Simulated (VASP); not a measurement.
## KF: single point with r2SCAN

KF:

```
K F
1.0
     0.00000    3.03873    2.93540
     3.03873    0.00000    2.93540
     3.03873    3.03873    0.00000
K F
1 1
Cartesian
  0.0000 0.0000 0.0000
  1.5194 1.5194 1.4677
```

This cell differs from its parent crystal: biaxial xy strain +3.5%.

```
Program                : VASP 6.6.1
Task                   : single point
Functional             : r2SCAN
Potentials or basis    : VASP PAW PBE potentials, release 64 (K_sv, F)
Cutoff                 : 520 eV
k mesh                 : 8 × 8 × 8
Occupations            : gaussian, width 0.01 eV
Spin                   : no spin polarisation
Dipole correction      : no
Further INCAR settings : ALGO = Normal; EDIFF = 1e-06; NBANDS = 15
```

| Item | Value |
| --- | --- |
| Pressure | -1.4 GPa |
| Band gap on the k mesh | 5.57 eV (least direct gap 5.73 eV) |

Stress tensor (GPa, compression positive):
```
-1.44  0.00  0.00
 0.00 -1.44  0.00
 0.00  0.00 -1.33
```

Levels at points of the mesh, in eV from the valence-band top:
```csv
k point,band 5,band 6,band 7,band 8,band 9,band 10,band 11,band 12
"(0.00, 0.00, 0.00)",-10.09,-0.16,-0.16,-0.16,5.57,12.23,12.34,12.34
"(0.50, 0.00, 0.00)",-10.13,-0.24,-0.10,-0.08,8.32,9.52,11.35,11.53
"(0.50, 0.50, 0.00)",-10.14,-0.37,-0.01,-0.01,8.70,8.82,12.91,13.43
"(0.50, 0.00, 0.50)",-10.11,-0.38,-0.01,0.00,8.61,8.73,12.67,13.45
```

Run time: 4.7 min on 1 thread of AMD EPYC 7R13, on a shared host, peak memory 0.18 GiB.

Caveat: the cell differs from its parent crystal (biaxial xy strain +3.5%); the structure was generated, so it needn't be the stable form of KF; the PAW data sets were made with another functional, which shifts forces and pressure a little. A k mesh can miss the band edges.
